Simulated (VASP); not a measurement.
Runs of VASP 6.6.1 on Rh. The structure is that of space group Fm-3m (No. 225), or close to it. The cells are those of the table. 

| task | level | potentials or basis | cell | k mesh | smearing | gap on the mesh (eV) | pressure (GPa) |
| --- | --- | --- | --- | --- | --- | --- | --- |
| single point | LDA | VASP PAW LDA potentials, release 64 (Rh_pv) | a = 2.691 Å, angles 60.0°, 1 atom | 18 × 18 × 18 | fermi-dirac 0.05 eV | none | -11.0 |
| single point | LDA | VASP PAW LDA potentials, release 64 (Rh_pv) | a = 2.746 Å, angles 57.4°, 1 atom | 18 × 18 × 18 | fermi-dirac 0.05 eV | none | -9.4 |
| electric field gradients | LDA | VASP PAW LDA potentials, release 64 (Rh_pv) | a = 2.691 Å, angles 60.0°, 1 atom | 5 × 5 × 5 | fermi-dirac 0.05 eV | none | -8.2 |
| single point | PBEsol | VASP PAW PBE potentials, release 64 (Rh_pv) | a = 2.691 Å, angles 60.0°, 1 atom | 25 × 25 × 25 | methfessel-paxton 0.001 eV | none | (a) |
| single point | LDA | VASP PAW LDA potentials, release 64 (Rh_pv) | a = 2.691 Å, angles 60.0°, 1 atom | 14 × 14 × 14 | fermi-dirac 0.05 eV | none | -11.0 |
| single point | LDA | VASP PAW LDA potentials, release 64 (Rh_pv) | a = 2.691 Å, angles 60.0°, 1 atom | 9 × 9 × 9 | fermi-dirac 0.05 eV | none | -11.0 |
| single point | LDA | VASP PAW LDA potentials, release 64 (Rh_pv) | a = 2.691 Å, angles 60.0°, 1 atom | 25 × 25 × 25 | fermi-dirac 0.05 eV | none | -11.0 |
| electric field gradients | LDA | VASP PAW LDA potentials, release 64 (Rh_pv) | a = 2.673 Å, angles 60.0°, 1 atom | 18 × 18 × 18 | fermi-dirac 0.05 eV | none | (b) |
| electric field gradients | LDA | VASP PAW LDA potentials, release 64 (Rh_pv) | a = 2.744 Å, angles 60.0°, 1 atom | 18 × 18 × 18 | fermi-dirac 0.05 eV | none | -23.8 |
| single point | LDA | VASP PAW LDA potentials, release 64 (Rh_pv) | a = 2.744 Å, angles 60.0°, 1 atom | 18 × 18 × 18 | fermi-dirac 0.05 eV | none | -23.9 |
| electric field gradients | LDA | VASP PAW LDA potentials, release 64 (Rh_pv) | a = 2.691 Å, angles 60.0°, 1 atom | 25 × 25 × 25 | fermi-dirac 0.05 eV | none | -11.0 |
| single point | LDA | VASP PAW LDA potentials, release 64 (Rh_pv) | a = 2.691 Å, angles 60.0°, 1 atom | 5 × 5 × 5 | fermi-dirac 0.05 eV | none | -8.2 |

Alike in all rows: no spin polarisation; cutoff (eV) 520.

Question: Fill in the values left out.

Answer: (a) -5.9; (b) -5.5.

Caveats: some runs use coarse meshes; the PAW data sets were made with another functional, which shifts forces and pressure a little (some runs).

A k mesh can miss the band edges, and the runs leave out spin-orbit coupling on Rh.

A gap of «none» marks levels without a gap at the run's occupations.
